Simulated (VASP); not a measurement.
## Zn2SnN: single point with PBE

Crystal: Zn2SnN.

```
CELL_PARAMETERS angstrom
4.06910 0.00000 0.00000
-2.03455 3.52394 0.00000
0.00000 0.00000 5.39359
ATOMIC_POSITIONS crystal
Zn 0.33333 0.66667 0.72421
Zn 0.33333 0.66667 0.27579
Sn 0.00000 0.00000 0.00000
N 0.66667 0.33333 0.50000
```

- Program: VASP 6.6.1
- Task: single point
- Functional: PBE
- Potentials or basis: VASP PAW PBE potentials, release 64 (Zn, Sn_d, N)
- Cutoff: 520 eV
- k mesh: 6 × 6 × 4
- Occupations: gaussian, width 0.1 eV
- Spin: no spin polarisation

```json
{
  "Pressure": "-6.4 GPa",
  "Largest force": "0.553 eV/Å"
}
```

Forces in eV/Å, atoms in the order of the input:
```
Zn   0.000  0.000 -0.553
Zn   0.000  0.000  0.553
Sn   0.000  0.000  0.000
N    0.000  0.000  0.000
```

Stress tensor (GPa, compression positive):
```
-8.34  0.00  0.00
 0.00 -8.34  0.00
 0.00  0.00 -2.65
```

Levels at points of the mesh, in eV from the Fermi level:
| k point | band 18 | band 19 | band 20 | band 21 | band 22 | band 23 | band 24 | band 25 |
| --- | --- | --- | --- | --- | --- | --- | --- | --- |
| (0.00, 0.00, 0.00) | -3.68 | -0.79 | -0.79 | -0.47 | 1.11 | 1.98 | 1.98 | 3.91 |
| (0.50, 0.00, 0.00) | -4.54 | -2.45 | -1.88 | -1.82 | -0.56 | 1.45 | 2.38 | 2.81 |
| (0.00, 0.00, 0.50) | -3.65 | -0.78 | -0.74 | -0.74 | 2.35 | 2.35 | 2.99 | 3.70 |
| (0.50, 0.00, 0.50) | -4.73 | -4.62 | -1.32 | -0.46 | -0.19 | 0.46 | 1.71 | 3.86 |

Run time: 41 s on 1 thread of Intel(R) Xeon(R) Platinum 8259CL CPU @ 2.50GHz (Skylake/Cascade Lake) (shared host), peak memory 0.21 GiB.

Caveat: spin-orbit coupling is left out, which moves the levels of the heavy elements.
